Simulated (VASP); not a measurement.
# CoC (R-3m) in VASP: notebook

Runs on CoC. Level: PBE. Tasks: relaxation of cell and atoms, single point.

Program: VASP 6.6.1. These are calculated values, not measurements. Logs are shortened: lines on timing, memory, paths and dates and some standing lists are left out, and cuts for length are marked.

### 1 The cell of the first run

Symmetry: R-3m, No. 166, trigonal system. Conventional cell: a = 2.313 Å, b = 2.313 Å, c = 11.052 Å, α = 90.00°, β = 90.00°, γ = 120.00°. Within 3.0 Å of Co (site symmetry -3m) lie 6 C at 2.28 Å and 6 Co at 2.31 Å. Within 3.0 Å of C (site symmetry -3m) lie 6 Co at 2.28 Å and 6 C at 2.31 Å.

### 2 Relaxation of cell and atoms, PBE

INCAR

```
SYSTEM = CoC
  PREC = Accurate
  ENCUT = 600
  EDIFF = 1E-6
  ISMEAR = 0
  SIGMA = 0.1
  LREAL = .False.
  LASPH = .True.
  NELM = 60
  ALGO = Normal
  ISIF = 3
  LWAVE = .False.
  LCHARG = .False.
  GGA = PE
  IBRION = 2
  NSW = 90
  EDIFFG = -0.04
```

KPOINTS

```
Automatic mesh
0
Gamma
  12 12 12
  0 0 0
```

POSCAR

```
CoC
1.0
    1.1565903993      0.6677577783      3.6839546050
   -1.1565903993      0.6677577783      3.6839546050
    0.0000000000     -1.3355155567      3.6839546050
Co C
1 1
Direct
    0.0000000000      0.0000000000      0.0000000000
    0.5000000000      0.5000000000      0.5000000000
```

Potentials or basis: VASP PAW PBE potentials, release 64 (Co, C).

Started as:

```console
$ cat potpaw_PBE.64/Co/POTCAR potpaw_PBE.64/C/POTCAR > POTCAR
$ mpirun -np 1 vasp_std > vasp.out
```

OUTCAR:

```text
SYSTEM = CoC
   PREC = Accurate
   ENCUT = 600
   EDIFF = 1E-6
   ISMEAR = 0
   LREAL = .False.
   LASPH = .True.
   NELM = 60
   ISIF = 3
   GGA = PE
   IBRION = 2
   NSW = 90
   EDIFFG = -0.04

 ion  position               nearest neighbor table
   1  0.000  0.000  0.000-   2 2.28   2 2.28   2 2.28   2 2.28   2 2.28   2 2.28
   2  0.500  0.500  0.500-   1 2.28   1 2.28   1 2.28   1 2.28   1 2.28   1 2.28

  LATTYP: Found a trigonal (rhomboedric) cell.
 ALAT       =     3.9185613858
 COS(alpha) =     0.8257648184

  Lattice vectors:

 A1 = (   1.1565903993,   0.6677577783,   3.6839546050)
 A2 = (  -1.1565903993,   0.6677577783,   3.6839546050)
 A3 = (   0.0000000000,  -1.3355155567,   3.6839546050)

Analysis of symmetry for initial positions (statically):
=====================================================================
 Subroutine PRICEL returns:
 Original cell was already a primitive cell.

 Routine SETGRP: Setting up the symmetry group for a
 trigonal (rhombohedral) supercell.

 Subroutine GETGRP returns: Found 12 space group operations
 (whereof 12 operations were pure point group operations)
 out of a pool of 12 trial point group operations.

The static configuration has the point symmetry D_3d.

Analysis of symmetry for dynamics (positions and initial velocities):
=====================================================================
 Subroutine PRICEL returns:
 Original cell was already a primitive cell.

 Routine SETGRP: Setting up the symmetry group for a
 trigonal (rhombohedral) supercell.

 Subroutine GETGRP returns: Found 12 space group operations
 (whereof 12 operations were pure point group operations)
 out of a pool of 12 trial point group operations.

The dynamic configuration has the point symmetry D_3d.

 Subroutine INISYM returns: Found 12 space group operations
 (whereof 12 operations are pure point group operations),
 and found     1 'primitive' translations

----------------------------------------------------------------------------------------

                                     Primitive cell

  volume of cell :      17.0712

  direct lattice vectors                    reciprocal lattice vectors
     1.156590399  0.667757778  3.683954605     0.432305162  0.249591502  0.090482476
    -1.156590399  0.667757778  3.683954605    -0.432305162  0.249591502  0.090482476
     0.000000000 -1.335515557  3.683954605     0.000000000 -0.499183003  0.090482476

  length of vectors
     3.918561386  3.918561386  3.918561386     0.507317208  0.507317208  0.507317208

  position of ions in fractional coordinates (direct lattice)
     0.000000000  0.000000000  0.000000000
     0.500000000  0.500000000  0.500000000

  ion indices of the primitive-cell ions
   primitive index   ion index
                 1           1
                 2           2

----------------------------------------------------------------------------------------

 KPOINTS: Automatic mesh

Automatic generation of k-mesh.
 Grid dimensions read from file:
 generate k-points for:   12   12   12

 Generating k-lattice:

  Cartesian coordinates                     Fractional coordinates (reciprocal lattice)
     0.036025430  0.020799292  0.007540206     0.083333333  0.000000000  0.000000000
    -0.036025430  0.020799292  0.007540206     0.000000000  0.083333333  0.000000000
     0.000000000 -0.041598584  0.007540206     0.000000000  0.000000000  0.083333333

  Length of vectors
     0.042276434  0.042276434  0.042276434

  Shift w.r.t. Gamma in fractional coordinates (k-lattice)
     0.000000000  0.000000000  0.000000000

 Subroutine IBZKPT returns following result:
 ===========================================

 Found    189 irreducible k-points:

 Following reciprocal coordinates:
            Coordinates               Weight
  0.000000  0.000000  0.000000      1.000000
  0.083333  0.000000 -0.000000      6.000000
  0.166667  0.000000  0.000000      6.000000
  0.250000  0.000000  0.000000      6.000000
  0.333333 -0.000000  0.000000      6.000000
  0.416667  0.000000  0.000000      6.000000
[... 16 lines left out ...]
  0.500000  0.166667  0.000000     12.000000
 -0.416667  0.166667 -0.000000     12.000000
 [... further k-points ...]
   k-points           NKPTS =    189   k-points in BZ     NKDIM =    189   number of bands    NBANDS=     10
   number of dos      NEDOS =    301   number of ions     NIONS =      2
   total plane-waves  NPLWV =  32768
   dimension x,y,z NGX =    32 NGY =   32 NGZ =   32
   dimension x,y,z NGXF=    64 NGYF=   64 NGZF=   64
   ions per type =               1   1
   NGX,Y,Z   is equivalent  to a cutoff of  13.58, 13.58, 13.58 a.u.
   NGXF,Y,Z  is equivalent  to a cutoff of  27.15, 27.15, 27.15 a.u.
 SYSTEM =  CoC
   PREC   = accura    normal or accurate (medium, high low for compatibility)
   ISTART =      0    job   : 0-new  1-cont  2-samecut
   ICHARG =      2    charge: 1-file 2-atom 10-const
   ISPIN  =      1    spin polarized calculation?
   LNONCOLLINEAR =      F non collinear calculations
   LSORBIT =      F    spin-orbit coupling
   LASPH  =      T    aspherical Exc in radial PAW
   ENCUT  =  600.0 eV  44.10 Ry    6.64 a.u.   7.83  7.83  7.83*2*pi/ulx,y,z
   NELM   =     60;   NELMIN=  2; NELMDL= -5     # of ELM steps
   EDIFF  = 0.1E-05   stopping-criterion for ELM
   LREAL  =      F    real-space projection
   EDIFFG = -.4E-01   stopping-criterion for IOM
   NSW    =     90    number of steps for IOM
   IBRION =      2    ionic relax: 0-MD 1-quasi-New 2-CG
   NFREE  =      1    steps in history (QN), initial steepest desc. (CG)
   ISIF   =      3    stress and relaxation
   ISYM   =      2    0-nonsym 1-usesym 2-fastsym
   POTIM  = 0.5000    time-step for ionic-motion
   TEBEG  =    0.0;   TEEND  =   0.0 temperature during run
   PSTRESS=    0.0 pullay stress
   NELECT =      13.0000    total number of electrons
   NUPDOWN=      -1.0000    fix difference up-down
   EMIN   =  10.00;   EMAX   =-10.00  energy-range for DOS
   EFERMI =   0.00;   METHOD = LEGACY
   ISMEAR =     0;   SIGMA  =   0.10  broadening in eV -4-tet -1-fermi 0-gaus
   EFERMI_NEDOS =   21; number of points for ismear=-14 and -15
   IALGO  =     38    algorithm
   IMIX   =      4    mixing-type and parameters
     AMIX     =   0.40;   BMIX     =  1.00
     AMIX_MAG =   1.60;   BMIX_MAG =  1.00
  volume/ion in A,a.u.               =       8.54        57.60
  Fermi-wavevector in a.u.,A,eV,Ry     =   1.494977  2.825097 30.408437  2.234957
  Thomas-Fermi vector in A             =   2.607181
   LORBIT       =      0    0 simple, 1 ext, 2 COOP (PROOUT), +10 PAW based schemes
   GGA     = PE    functional components
   LHFCALC =     F    Hartree Fock is set to
   AEXX    =    0.0000 exact exchange contribution
   IVDW    =     0    specifies the selected vdW correction
   LEPSILON=     F    determine dielectric tensor
   LRPA    =     F    only Hartree local field effects (RPA)
 conjugate gradient relaxation of ions
 non-spin polarized calculation
 Gauss-broadening in eV      SIGMA  =   0.10
  energy-cutoff  :      600.00
  volume of cell :       17.07
 maximum number of plane-waves:       590
   NGX = 15   NGY = 15   NGZ = 15

--------------------------------------- Ionic step        1  -------------------------------------------

 number of electron      13.0000002 magnetization

 Free energy of the ion-electron system (eV)
  ---------------------------------------------------
  ext. energy  EPLUGINS =         0.00000000
  ---------------------------------------------------
  free energy    TOTEN  =       -12.60209384 eV

  energy without entropy =      -12.59275365  energy(sigma->0) =      -12.59742375

------------------------ aborting loop because EDIFF is reached ----------------------------------------

  FORCE on cell =-STRESS in cart. coord.  units (eV):
  Direction    XX          YY          ZZ          XY          YZ          ZX
  --------------------------------------------------------------------------------------
  -------------------------------------------------------------------------------------
  Total        2.7335015      2.7335015     -8.2306321      0.0000000      0.0000000      0.0000000
  in kB      256.5463509    256.5463509   -772.4666001      0.0000000      0.0000000      0.0000000
  external PRESSURE =     -86.4579661 kB  Pullay stress =       0.0000000 kB
[... 89 lines left out ...]
  FREE ENERGIE OF THE ION-ELECTRON SYSTEM (eV)
  ---------------------------------------------------
  free  energy   TOTEN  =       -14.4628038597 eV

  energy  without entropy=      -14.4576545741  energy(sigma->0) =      -14.46022922

 E-fermi :   9.5827     XC(G=0): -13.1789

 val. band max:        9.5701858039   @ k =  -0.3333   0.3333   0.2500
 cond. band min:       9.5901345912   @ k =  -0.4167   0.2500   0.0833
 fundamental gap:      0.0199487873
 Fermi energy:         9.5827428276

 k-point     1 :       0.0000    0.0000    0.0000
  band No.  band energies     occupation
      1      -5.1635      2.00000
      2       6.7968      2.00000
      3       7.4565      2.00000
      4       7.4565      2.00000
      5       7.8456      2.00000
      6       7.8456      2.00000
      7       9.4625      1.91104
      8      11.3907      0.00000
      9      11.3907      0.00000
     10      19.8679      0.00000
[... 287 lines left out ...]
 k-point    24 :      -0.4167    0.1667   -0.0000
  band No.  band energies     occupation
      1      -0.7899      2.00000
      2       2.5598      2.00000
      3       4.6870      2.00000
      4       5.2798      2.00000
      5       8.1320      2.00000
      6       8.6964      2.00000
      7       9.6698      0.21802
      8      12.3454      0.00000
      9      13.5008      0.00000
     10      18.6832      0.00000

 [... further k-points ...]

[... ionic steps 4 to 10 ...]

--------------------------------------- Ionic step       11  -------------------------------------------

 number of electron      13.0000001 magnetization

------------------------ aborting loop because EDIFF is reached ----------------------------------------

  FORCE on cell =-STRESS in cart. coord.  units (eV):
  Direction    XX          YY          ZZ          XY          YZ          ZX
  --------------------------------------------------------------------------------------
  -------------------------------------------------------------------------------------
  Total        0.3305677      0.3305677      0.3509978     -0.0000000     -0.0000000      0.0000000
  in kB       33.4606513     33.4606513     35.5286186     -0.0000000     -0.0000000      0.0000000
  external PRESSURE =      34.1499737 kB  Pullay stress =       0.0000000 kB
[... 57 lines left out ...]
  energy  without entropy=      -14.6339048452  energy(sigma->0) =      -14.64045360

--------------------------------------- Ionic step       13  -------------------------------------------

 number of electron      13.0000000 magnetization

 Free energy of the ion-electron system (eV)
  ---------------------------------------------------
  ext. energy  EPLUGINS =         0.00000000
  ---------------------------------------------------
  free energy    TOTEN  =       -14.66272323 eV

  energy without entropy =      -14.64902903  energy(sigma->0) =      -14.65587613

 E-fermi :  10.8720     XC(G=0): -13.6764

 val. band max:       10.8712683381   @ k =  -0.3333   0.1667   0.0833
 cond. band min:      10.8743691369   @ k =   0.4167   0.4167   0.4167
 fundamental gap:      0.0031007989
 Fermi energy:        10.8719786373

 k-point     1 :       0.0000    0.0000    0.0000
  band No.  band energies     occupation
      1      -4.6385      2.00000
      2       8.3546      2.00000
      3       8.3853      2.00000
      4       8.3853      2.00000
      5       8.8248      2.00000
      6       8.8248      2.00000
      7      12.0590      0.00000
      8      12.1379      0.00000
      9      12.1379      0.00000
     10      23.3127      0.00000
[... 328 lines left out ...]
  FREE ENERGIE OF THE ION-ELECTRON SYSTEM (eV)
  ---------------------------------------------------
  free  energy   TOTEN  =       -14.6627232274 eV

  energy  without entropy=      -14.6490290294  energy(sigma->0) =      -14.65587613

 reached required accuracy - stopping structural energy minimisation
```

Wall time 4.6 min (1 thread of Intel Xeon 6975P-C (Granite Rapids), shared host); peak memory 0.22 GiB.

What came out:

```
Free energy                            : -14.6627 eV
Relaxed volume                         : 7.99 Å³/atom
Relaxed cell                           : a = 2.833 Å, b = 2.833 Å, c = 2.833 Å, α = 59.75°, β = 59.75°, γ = 59.75°
Space group after relaxing (to 0.05 Å) : Fm-3m (No. 225)
Energy gained by relaxing              : 1030.3 meV/atom
Ionic steps                            : 13
Pressure after relaxing                : 0.3 GPa
```

Stress tensor (GPa, compression positive):
```
0.09 0.00 0.00
0.00 0.09 0.00
0.00 0.00 0.67
```

The path:
```csv
step,energy change (eV),largest force (eV/Å),pressure (GPa),volume (Å³)
1,0.0000,0.0000,-8.65,17.07
2,-1.6582,0.0000,1.00,15.55
3,-1.8607,0.0000,19.01,14.89
4,-1.8633,0.0000,28.73,14.62
5,-1.8994,0.0000,-23.87,17.50
6,-1.9998,0.0000,-4.10,16.08
7,-1.9999,0.0000,-3.65,16.05
8,-2.0226,0.0000,-2.26,16.03
9,-2.0471,0.0000,0.16,15.96
10,-2.0522,0.0000,5.44,15.72
11,-2.0592,0.0000,3.41,15.83
12,-2.0449,0.0000,-8.52,16.45
13,-2.0606,0.0000,0.28,15.98
```

Final structure:
```
Co C
1.0
     1.41098    0.81463    2.31741
    -1.41098    0.81463    2.31741
     0.00000   -1.62926    2.31741
Co C
1 1
Direct
  0.00000 0.00000 0.00000
  0.50000 0.50000 0.50000
```

Levels at points of the mesh, in eV from the Fermi level:
```tsv
k point	band 4	band 5	band 6	band 7	band 8	band 9
(0.00, 0.00, 0.00)	-2.49	-2.05	-2.05	1.19	1.27	1.27
(0.50, 0.00, 0.00)	-4.93	-1.20	-1.18	0.02	5.19	5.20
(0.50, 0.50, 0.00)	-1.60	-1.52	-1.45	-0.84	-0.84	1.45
(0.50, 0.50, 0.50)	-4.91	-1.20	-1.20	-0.01	5.20	5.20
```

Spin polarisation is off, so any magnetic state and its effect on volume and gap are missing.

### 3 Single point, PBE, collinear spin, ferromagnetic start

INCAR

```
  ALGO = Normal
  EDIFF = 1E-6
  ENCUT = 520
  GGA = PE
  ISIF = 2
  ISMEAR = 0
  ISPIN = 2
  LASPH = True
  LCHARG = False
  LMAXMIX = 4
  LORBIT = 11
  LREAL = False
  LWAVE = False
  MAGMOM = 3 0
  NBANDS = 18
  NELM = 150
  PREC = Accurate
  SIGMA = 0.1
```

KPOINTS

```
k-points
0
Gamma
  12 12 12
```

POSCAR is that of step 2.

Potentials or basis: VASP PAW PBE potentials, release 64 (Co, C).

Started as:

```console
$ cat potpaw_PBE.64/Co/POTCAR potpaw_PBE.64/C/POTCAR > POTCAR
$ mpirun -np 1 vasp_std > vasp.out
```

Run time: 4.3 min. Hardware: 1 thread of Intel Xeon 6975P-C (Granite Rapids), shared host; peak memory 0.26 GiB.

The run converged. Its results:

| Property | Result |
| --- | --- |
| Free energy | -12.6021 eV |
| Pressure | -8.6 GPa |
| Net moment | 0.00 μB per cell |
| Valence electrons inside the program's atomic spheres | Co 8.49; C 2.10 |

Stress tensor (GPa, compression positive):
```
 25.71   0.00   0.00
  0.00  25.71   0.00
  0.00   0.00 -77.20
```

Levels at points of the mesh, in eV from the Fermi level:
Spin up:
```tsv
k point	band 5	band 6	band 7	band 8	band 9	band 10
(0.00, 0.00, 0.00)	-1.93	-0.22	-0.22	2.81	5.69	5.69
(0.50, 0.00, 0.00)	-1.23	0.73	0.78	3.44	4.01	4.22
(0.50, 0.50, 0.00)	-1.89	-0.74	0.03	0.73	3.03	8.51
(0.50, 0.50, 0.50)	-1.98	-0.27	-0.27	5.98	5.98	8.48
```
Spin down:
```csv
k point,band 3,band 4,band 5,band 6,band 7,band 8,band 9,band 10,band 11,band 12
"(0.00, 0.00, 0.00)",-5.09,-1.93,-1.93,-0.22,-0.22,2.81,5.69,5.69,16.99,22.99
"(0.50, 0.00, 0.00)",-5.51,-3.57,-1.23,0.73,0.78,3.44,4.01,4.22,11.94,13.53
"(0.50, 0.50, 0.00)",-4.50,-2.28,-1.89,-0.74,0.03,0.73,3.03,8.51,8.72,16.84
"(0.50, 0.50, 0.50)",-3.47,-1.99,-1.99,-0.27,-0.27,5.98,5.98,8.48,11.88,20.93
```

Caveat: the starting moments collapsed, and a magnetic state may lie lower.
